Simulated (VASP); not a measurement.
Wanted: the native input for a VASP 6.6.1 run.

| Item | Value |
| --- | --- |
| Task | single point |
| Functional | PBE |
| Potentials or basis | VASP PAW PBE potentials, release 64 (Sc_sv) |
| Cutoff | 520 eV |
| k mesh | 6 × 6 × 6 |
| Occupations | gaussian, width 0.1 eV |
| Spin | no spin polarisation |
| Dipole correction | no |
| Further INCAR settings | ALGO = Normal; EDIFF = 1e-06; NBANDS = 24 |

The structure of Sc lies in POSCAR:

```
Sc
1.0
    5.1265207580      0.0000000000      0.0000000000
   -2.5632603790      4.4396972094      0.0000000000
    0.0000000000      0.0000000000      3.2298777160
Sc
3
Direct
    0.0000000000      0.0000000000      0.0000000000
    0.3333333333      0.6666666667      0.5000000000
    0.6666666667      0.3333333333      0.5000000000
```

The input as run:

INCAR

```
SYSTEM = Sc
ALGO = Normal
EDIFF = 1E-6
ENCUT = 520
GGA = PE
ISIF = 2
ISMEAR = 0
LASPH = .TRUE.
LCHARG = .TRUE.
LELF = .TRUE.
LREAL = .FALSE.
LVHAR = .TRUE.
LWAVE = .FALSE.
NBANDS = 24
NELM = 100
PREC = Accurate
SIGMA = 0.1
```

KPOINTS

```
k-points
0
G
  6 6 6
  0 0 0
```

Potentials or basis: VASP PAW PBE potentials, release 64 (Sc_sv).

Run with:

```console
$ cat potpaw_PBE.64/Sc_sv/POTCAR > POTCAR
$ mpirun -np 1 vasp_std > vasp.out
```

It gave:

```yaml
Pressure: 0.0 GPa
```

Wall time 46 s on 1 thread of Intel(R) Xeon(R) Platinum 8259CL CPU @ 2.50GHz (Skylake/Cascade Lake) (shared host), peak memory 0.19 GiB.
